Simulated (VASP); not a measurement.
# Sb (I4/mmm) in VASP: settings compared

Aim: see how the results for Sb move with the level of theory and the settings. Levels: LDA, r2SCAN. Tasks: single point.

All numbers are computed with VASP 6.6.1; they aren't measurements. Logs are shortened: lines on timing, memory, paths and dates and some standing lists are left out, and cuts for length are marked.

## Step 1: The cell of the first run

It takes space group I4/mmm (No. 139, tetragonal). Conventional cell: a = 3.174 Å, b = 3.174 Å, c = 5.460 Å, α = 90.00°, β = 90.00°, γ = 90.00°. Within 4.2 Å of Sb (site symmetry 4/mmm) lie 12 Sb at 3.17 to 3.53 Å.

## Step 2: Single point, LDA

INCAR reads:

```
PREC = Accurate ; ENCUT = 520
EDIFF = 1E-6 ; ISMEAR = -1
SIGMA = 0.05 ; LREAL = F
LASPH = T ; NELM = 100
ALGO = Normal ; ISIF = 2
LWAVE = F ; LCHARG = T
LELF = T ; LVHAR = T
NBANDS = 8
```

KPOINTS reads:

```
regular mesh
0
Gamma
  12 12 12
```

POSCAR reads:

```
Sb
1.0
   -1.5869811508      1.5869811508      2.7298988119
    1.5869811508     -1.5869811508      2.7298988119
    1.5869811508      1.5869811508     -2.7298988119
Sb
1
Direct
    0.0000000000      0.0000000000      0.0000000000
```

Potentials or basis: VASP PAW LDA potentials, release 64 (Sb).

On the command line:

```sh
$ cat potpaw_LDA.64/Sb/POTCAR > POTCAR
$ mpirun -np 1 vasp_std > vasp.out
```

OUTCAR:

```text
PREC = Accurate
   ENCUT = 520
   EDIFF = 1E-6
   ISMEAR = -1
   LREAL = F
   LASPH = T
   NELM = 100
   ISIF = 2

 ion  position               nearest neighbor table
   1  0.000  0.000  0.000-

  LATTYP: Found a body centered tetragonal cell.
 ALAT       =     3.1739623016
 C/A-ratio  =     1.7201835135

  Lattice vectors:

 A1 = (  -1.5869811508,   1.5869811508,   2.7298988119)
 A2 = (   1.5869811508,  -1.5869811508,   2.7298988119)
 A3 = (   1.5869811508,   1.5869811508,  -2.7298988119)

Analysis of symmetry for initial positions (statically):
=====================================================================
 Subroutine PRICEL returns:
 Original cell was already a primitive cell.

 Routine SETGRP: Setting up the symmetry group for a
 body centered tetragonal supercell.

 Subroutine GETGRP returns: Found 16 space group operations
 (whereof 16 operations were pure point group operations)
 out of a pool of 16 trial point group operations.

The static configuration has the point symmetry D_4h.

Analysis of symmetry for dynamics (positions and initial velocities):
=====================================================================
 Subroutine PRICEL returns:
 Original cell was already a primitive cell.

 Routine SETGRP: Setting up the symmetry group for a
 body centered tetragonal supercell.

 Subroutine GETGRP returns: Found 16 space group operations
 (whereof 16 operations were pure point group operations)
 out of a pool of 16 trial point group operations.

The dynamic configuration has the point symmetry D_4h.

 Subroutine INISYM returns: Found 16 space group operations
 (whereof 16 operations are pure point group operations),
 and found     1 'primitive' translations

----------------------------------------------------------------------------------------

                                     Primitive cell

  volume of cell :      27.5011

  direct lattice vectors                    reciprocal lattice vectors
    -1.586981151  1.586981151  2.729898812     0.000000000  0.315063603  0.183156972
     1.586981151 -1.586981151  2.729898812     0.315063603  0.000000000  0.183156972
     1.586981151  1.586981151 -2.729898812     0.315063603  0.315063603  0.000000000

  length of vectors
     3.534029693  3.534029693  3.534029693     0.364433191  0.364433191  0.445567221

  position of ions in fractional coordinates (direct lattice)
     0.000000000  0.000000000  0.000000000

  ion indices of the primitive-cell ions
   primitive index   ion index
                 1           1

----------------------------------------------------------------------------------------

 KPOINTS: regular mesh

Automatic generation of k-mesh.
 Grid dimensions read from file:
 generate k-points for:   12   12   12

 Generating k-lattice:

  Cartesian coordinates                     Fractional coordinates (reciprocal lattice)
     0.000000000  0.026255300  0.015263081     0.083333333 -0.000000000  0.000000000
     0.026255300  0.000000000  0.015263081    -0.000000000  0.083333333  0.000000000
     0.026255300  0.026255300  0.000000000     0.000000000  0.000000000  0.083333333

  Length of vectors
     0.030369433  0.030369433  0.037130602

  Shift w.r.t. Gamma in fractional coordinates (k-lattice)
     0.000000000  0.000000000  0.000000000

 Subroutine IBZKPT returns following result:
 ===========================================

 Found    163 irreducible k-points:

 Following reciprocal coordinates:
            Coordinates               Weight
  0.000000  0.000000  0.000000      1.000000
  0.083333 -0.000000  0.000000      8.000000
  0.166667  0.000000  0.000000      8.000000
  0.250000  0.000000 -0.000000      8.000000
  0.333333  0.000000  0.000000      8.000000
  0.416667  0.000000  0.000000      8.000000
[... 16 lines left out ...]
  0.500000  0.166667  0.000000     16.000000
 -0.416667  0.166667 -0.000000     16.000000
 [... further k-points ...]
   k-points           NKPTS =    163   k-points in BZ     NKDIM =    163   number of bands    NBANDS=      8
   number of dos      NEDOS =    301   number of ions     NIONS =      1
   total plane-waves  NPLWV =  21952
   dimension x,y,z NGX =    28 NGY =   28 NGZ =   28
   dimension x,y,z NGXF=    56 NGYF=   56 NGZF=   56
   ions per type =               1
   NGX,Y,Z   is equivalent  to a cutoff of  13.17, 13.17, 13.17 a.u.
   NGXF,Y,Z  is equivalent  to a cutoff of  26.34, 26.34, 26.34 a.u.
 SYSTEM =  unknown system
   PREC   = accura    normal or accurate (medium, high low for compatibility)
   ISTART =      0    job   : 0-new  1-cont  2-samecut
   ICHARG =      2    charge: 1-file 2-atom 10-const
   ISPIN  =      1    spin polarized calculation?
   LNONCOLLINEAR =      F non collinear calculations
   LSORBIT =      F    spin-orbit coupling
   LASPH  =      T    aspherical Exc in radial PAW
   ENCUT  =  520.0 eV  38.22 Ry    6.18 a.u.   6.57  6.57  6.57*2*pi/ulx,y,z
   NELM   =    100;   NELMIN=  2; NELMDL= -5     # of ELM steps
[... 111 lines left out ...]
  band No.  band energies     occupation
      1      -1.5764      2.00000
      2       3.3365      2.00000
      3       9.9569      0.00000
      4      13.2682      0.00000
      5      14.3206      0.00000
      6      17.7368      0.00000
      7      18.7948      0.00000
      8      19.1755      0.00000

 k-point     7 :       0.5000    0.0000   -0.0000
  band No.  band energies     occupation
      1      -1.0009      2.00000
      2       2.4857      2.00000
      3       9.8213      0.00000
      4      13.2871      0.00000
      5      14.2060      0.00000
      6      18.0347      0.00000
      7      18.5923      0.00000
      8      18.6523      0.00000

 k-point     8 :       0.0833    0.0833    0.0000
  band No.  band energies     occupation
      1      -4.3365      2.00000
      2      11.0664      0.00000
      3      11.9470      0.00000
      4      12.6382      0.00000
      5      17.2119      0.00000
      6      17.2731      0.00000
      7      18.1146      0.00000
      8      19.5331      0.00000

 k-point     9 :       0.1667    0.0833    0.0000
  band No.  band energies     occupation
      1      -3.8660      2.00000
      2       9.1783      0.00000
      3      11.0063      0.00000
      4      12.2646      0.00000
      5      16.2784      0.00000
      6      17.5247      0.00000
      7      18.7486      0.00000
      8      20.3274      0.00000

 k-point    10 :       0.2500    0.0833    0.0000
  band No.  band energies     occupation
      1      -3.1419      2.00000
      2       6.8924      2.00000
      3      10.3617      0.00000
      4      12.0602      0.00000
      5      15.5043      0.00000
      6      17.6467      0.00000
      7      19.0939      0.00000
      8      20.0134      0.00000
[... 78 lines left out ...]
 k-point    18 :      -0.0833    0.0833    0.0000
  band No.  band energies     occupation
      1      -4.4703      2.00000
      2      12.1921      0.00000
      3      12.3547      0.00000
      4      12.5636      0.00000
      5      16.8331      0.00000
      6      18.1203      0.00000
      7      18.4133      0.00000
      8      18.5767      0.00000

 k-point    19 :       0.1667    0.1667    0.0000
  band No.  band energies     occupation
      1      -3.3354      2.00000
      2       8.4757      0.00198
      3       9.4340      0.00000
      4      11.3283      0.00000
      5      16.5867      0.00000
      6      17.3767      0.00000
      7      19.2086      0.00000
      8      19.4908      0.00000

 k-point    20 :       0.2500    0.1667    0.0000
  band No.  band energies     occupation
      1      -2.5609      2.00000
      2       6.6390      2.00000
      3       8.8650      0.00000
      4      10.7213      0.00000
      5      16.0123      0.00000
      6      17.4919      0.00000
      7      18.9208      0.00000
      8      20.0501      0.00000

 k-point    21 :       0.3333    0.1667    0.0000
  band No.  band energies     occupation
      1      -1.6051      2.00000
      2       4.6788      2.00000
      3       8.7685      0.00001
      4      10.3854      0.00000
      5      15.3524      0.00000
      6      16.8907      0.00000
      7      19.8003      0.00000
      8      20.6684      0.00000

 k-point    22 :       0.4167    0.1667    0.0000
  band No.  band energies     occupation
      1      -0.7195      2.00000
      2       3.2502      2.00000
      3       8.8235      0.00000
      4      10.3407      0.00000
      5      14.8390      0.00000
      6      16.4713      0.00000
      7      20.3261      0.00000
      8      21.5031      0.00000

 k-point    23 :       0.5000    0.1667    0.0000
  band No.  band energies     occupation
      1      -0.6972      2.00000
      2       3.2046      2.00000
      3       9.0164      0.00000
      4      10.5226      0.00000
      5      14.5956      0.00000
      6      16.3400      0.00000
      7      19.8923      0.00000
      8      21.1205      0.00000

 k-point    24 :      -0.4167    0.1667   -0.0000
  band No.  band energies     occupation
      1      -1.5727      2.00000
      2       4.5813      2.00000
      3       9.3760      0.00000
      4      10.7957      0.00000
      5      14.7183      0.00000
      6      16.4429      0.00000
      7      18.4242      0.00000
      8      21.3198      0.00000

 [... further k-points ...]
[... 5 lines left out ...]
  --------------------------------------------------------------------------------------
  -------------------------------------------------------------------------------------
  Total       -0.6021519     -0.6021519     -0.5819941      0.0000000     -0.0000000      0.0000000
  in kB      -35.0805651    -35.0805651    -33.9061974      0.0000000     -0.0000000      0.0000000
  external PRESSURE =     -34.6891092 kB  Pullay stress =       0.0000000 kB

 VOLUME and BASIS-vectors are now :
 -----------------------------------------------------------------------------
  energy-cutoff  :      520.00
  volume of cell :       27.50
      direct lattice vectors                 reciprocal lattice vectors
    -1.586981151  1.586981151  2.729898812     0.000000000  0.315063603  0.183156972
     1.586981151 -1.586981151  2.729898812     0.315063603  0.000000000  0.183156972
     1.586981151  1.586981151 -2.729898812     0.315063603  0.315063603  0.000000000

 POSITION                                       TOTAL-FORCE (eV/Angst)
 -----------------------------------------------------------------------------------
      0.00000      0.00000      0.00000         0.000000      0.000000     -0.000000
 -----------------------------------------------------------------------------------
    total drift:                                0.000000      0.000000      0.000000

  FREE ENERGIE OF THE ION-ELECTRON SYSTEM (eV)
  ---------------------------------------------------
  free  energy   TOTEN  =        -4.5380849531 eV

  energy  without entropy=       -4.5323118131  energy(sigma->0) =       -4.53519838
```

It took 14 s on 1 thread of Intel Xeon 6975P-C (Granite Rapids), shared host; peak memory 0.16 GiB.

What came out:

```yaml
Free_energy: -4.5381 eV
Pressure: -3.5 GPa
```

Levels at points of the mesh, in eV from the Fermi level:
| k point | band 1 | band 2 | band 3 | band 4 | band 5 | band 6 |
| --- | --- | --- | --- | --- | --- | --- |
| (0.00, 0.00, 0.00) | -12.81 | 4.41 | 5.22 | 5.22 | 9.13 | 10.35 |
| (0.50, 0.00, 0.00) | -9.13 | -5.64 | 1.69 | 5.16 | 6.08 | 9.90 |
| (0.50, 0.50, 0.00) | -6.77 | -4.28 | -1.01 | 0.57 | 3.52 | 4.43 |
| (0.50, 0.50, 0.50) | -9.28 | -5.51 | 2.05 | 2.05 | 5.88 | 6.04 |

Caveat: spin-orbit coupling is left out, which moves the levels of the heavy elements.

## Step 3: Single point, LDA

This run uses another cell than the first one, of 28.04 Å³/atom, 1.020 times its volume.

INCAR reads:

```
SYSTEM = Sb
ALGO = Normal
EDIFF = 1E-6
ENCUT = 520
ISIF = 2
ISMEAR = -1
LASPH = .True.
LCHARG = .False.
LREAL = .False.
LWAVE = .False.
NBANDS = 8
NELM = 80
PREC = Accurate
SIGMA = 0.05
```

KPOINTS reads:

```
k-points
0
Gamma
  12 12 12
  0 0 0
```

POSCAR reads:

```
Sb
1.0
   -1.5972865120      1.5972865120      2.7476259243
    1.5972865120     -1.5972865120      2.7476259243
    1.5972865120      1.5972865120     -2.7476259243
Sb
1
Direct
    0.0000000000      0.0000000000      0.0000000000
```

Potentials or basis: VASP PAW LDA potentials, release 64 (Sb).

On the command line:

```sh
$ cat potpaw_LDA.64/Sb/POTCAR > POTCAR
$ mpirun -np 1 vasp_std > vasp.out
```

Run time: 13 s. Hardware: 1 thread of Intel Xeon 6975P-C (Granite Rapids), shared host; peak memory 0.16 GiB.

Results (log left out):

| Item | Value |
| --- | --- |
| Free energy | -4.5247 eV |
| Pressure | -4.5 GPa |

Stress tensor (GPa, compression positive):
```
-4.61  0.00  0.00
 0.00 -4.61  0.00
 0.00  0.00 -4.24
```

Levels at points of the mesh, in eV from the Fermi level:
| k point | band 1 | band 2 | band 3 | band 4 | band 5 | band 6 | band 7 |
| --- | --- | --- | --- | --- | --- | --- | --- |
| (0.00, 0.00, 0.00) | -12.66 | 4.28 | 5.08 | 5.08 | 9.07 | 10.25 | 10.40 |
| (0.50, 0.00, 0.00) | -9.09 | -5.52 | 1.65 | 5.03 | 6.04 | 9.80 | 10.40 |
| (0.50, 0.50, 0.00) | -6.81 | -4.19 | -1.00 | 0.57 | 3.53 | 4.44 | 14.72 |
| (0.50, 0.50, 0.50) | -9.24 | -5.40 | 2.01 | 2.01 | 5.86 | 5.99 | 16.65 |

Caveat: spin-orbit coupling is left out, which moves the levels of the heavy elements.

## Step 4: Single point, LDA

This run uses another cell than the first one, of 28.58 Å³/atom, 1.039 times its volume.

INCAR reads:

```
SYSTEM = Sb
PREC = Accurate
ENCUT = 520
EDIFF = 1E-6
ISMEAR = -1
SIGMA = 0.05
LREAL = .False.
LASPH = .True.
NELM = 80
ALGO = Normal
ISIF = 2
LWAVE = .False.
LCHARG = .False.
GGA = CA
NBANDS = 8
```

KPOINTS reads:

```
Automatic mesh
0
Gamma
  12 12 12
  0 0 0
```

POSCAR reads:

```
Sb
1.0
   -1.6074605858      1.6074605858      2.7651271982
    1.6074605858     -1.6074605858      2.7651271982
    1.6074605858      1.6074605858     -2.7651271982
Sb
1
Direct
    0.0000000000      0.0000000000      0.0000000000
```

On the command line:

```sh
$ cat potpaw_LDA.64/Sb/POTCAR > POTCAR
$ mpirun -np 1 vasp_std > vasp.out
```

Wall time 15 s (1 thread of Intel Xeon 6975P-C (Granite Rapids), shared host); peak memory 0.16 GiB.

It converged, with:

| Item | Value |
| --- | --- |
| Free energy | -4.5081 eV |
| Pressure | -5.4 GPa |

Stress tensor (GPa, compression positive):
```
-5.59  0.00  0.00
 0.00 -5.59  0.00
 0.00  0.00 -4.98
```

Levels at points of the mesh, in eV from the Fermi level:
```csv
k point,band 1,band 2,band 3,band 4,band 5,band 6,band 7
"(0.00, 0.00, 0.00)",-12.52,4.16,4.95,4.95,9.01,10.14,10.34
"(0.50, 0.00, 0.00)",-9.06,-5.41,1.61,4.90,6.00,9.70,10.34
"(0.50, 0.50, 0.00)",-6.85,-4.11,-0.98,0.56,3.53,4.45,14.63
"(0.50, 0.50, 0.50)",-9.21,-5.28,1.97,1.97,5.85,5.93,16.55
```

Caveat: spin-orbit coupling is left out, which moves the levels of the heavy elements.

## Step 5: Single point, r2SCAN

This run uses another cell than the first one, of 25.34 Å³/atom, 0.922 times its volume.

POSCAR reads:

```
Sb
1.0
   -1.5443568632      1.5443568632      2.6565772150
    1.5443568632     -1.5443568632      2.6565772150
    1.5443568632      1.5443568632     -2.6565772150
Sb
1
Direct
    0.0000000000      0.0000000000      0.0000000000
```

INCAR.step1 reads:

```
SYSTEM = Sb
  PREC = Accurate
  ENCUT = 520
  ISMEAR = -1
  SIGMA = 0.05
  LREAL = .FALSE.
  LASPH = .TRUE.
  NELM = 60
  NBANDS = 8
  GGA = PE
  ALGO = Normal
  EDIFF = 1E-4
  LWAVE = .TRUE.
  LCHARG = .FALSE.
```

INCAR.step2 reads:

```
SYSTEM = Sb
  PREC = Accurate
  ENCUT = 520
  EDIFF = 1E-7
  ISMEAR = -1
  SIGMA = 0.05
  LREAL = .FALSE.
  LASPH = .TRUE.
  NELM = 60
  ALGO = Normal
  ISIF = 2
  LWAVE = .FALSE.
  LCHARG = .FALSE.
  METAGGA = R2SCAN
  LMIXTAU = .TRUE.
  NBANDS = 8
  ISTART = 1
```

KPOINTS reads:

```
Automatic mesh
0
G
  12 12 12
  0 0 0
```

Potentials or basis: VASP PAW PBE potentials, release 64 (Sb).

On the command line:

```sh
$ cat potpaw_PBE.64/Sb/POTCAR > POTCAR
$ cp INCAR.step1 INCAR
$ mpirun -np 1 vasp_std > vasp.out
$ cp INCAR.step2 INCAR
$ mpirun -np 1 vasp_std > vasp.out
```

Run time: 74 s. Hardware: 1 thread of Intel Xeon 6975P-C (Granite Rapids), shared host; peak memory 0.18 GiB.

The run converged. Its results:

```
Free energy : -25.2373 eV
Pressure    : 5.9 GPa
```

Levels at points of the mesh, in eV from the Fermi level:
| k point | band 1 | band 2 | band 3 | band 4 | band 5 | band 6 | band 7 |
| --- | --- | --- | --- | --- | --- | --- | --- |
| (0.00, 0.00, 0.00) | -14.14 | 5.34 | 6.20 | 6.20 | 9.92 | 11.39 | 11.48 |
| (0.50, 0.00, 0.00) | -9.67 | -6.58 | 1.96 | 6.14 | 6.66 | 11.13 | 11.37 |
| (0.50, 0.50, 0.00) | -6.66 | -5.06 | -1.24 | 0.61 | 3.88 | 4.53 | 16.78 |
| (0.50, 0.50, 0.50) | -9.81 | -6.46 | 2.32 | 2.32 | 6.16 | 6.91 | 19.35 |

Caveat: the PAW data sets were made with another functional, which shifts forces and pressure a little; spin-orbit coupling is left out, which moves the levels of the heavy elements.

## Step 6: Overview

| level | potentials or basis | cell | gap on the mesh (eV) | pressure (GPa) |
| --- | --- | --- | --- | --- |
| LDA | VASP PAW LDA potentials, release 64 (Sb) | a = 3.534 Å, angles 126.6, 126.6, 78.8°, 1 atom | none | -3.5 |
| LDA | VASP PAW LDA potentials, release 64 (Sb) | a = 3.557 Å, angles 126.6, 126.6, 78.8°, 1 atom | none | -4.5 |
| LDA | VASP PAW LDA potentials, release 64 (Sb) | a = 3.580 Å, angles 126.6, 126.6, 78.8°, 1 atom | none | -5.4 |
| r2SCAN | VASP PAW PBE potentials, release 64 (Sb) | a = 3.439 Å, angles 126.6, 126.6, 78.8°, 1 atom | none | 5.9 |

Alike in all rows: task single point; no spin polarisation; k mesh 12 × 12 × 12; cutoff (eV) 520; smearing fermi-dirac 0.05 eV.

Caveats: spin-orbit coupling is left out, which moves the levels of the heavy elements; the PAW data sets were made with another functional, which shifts forces and pressure a little (some runs).

Absolute energies hang on the potentials; compare differences alone.
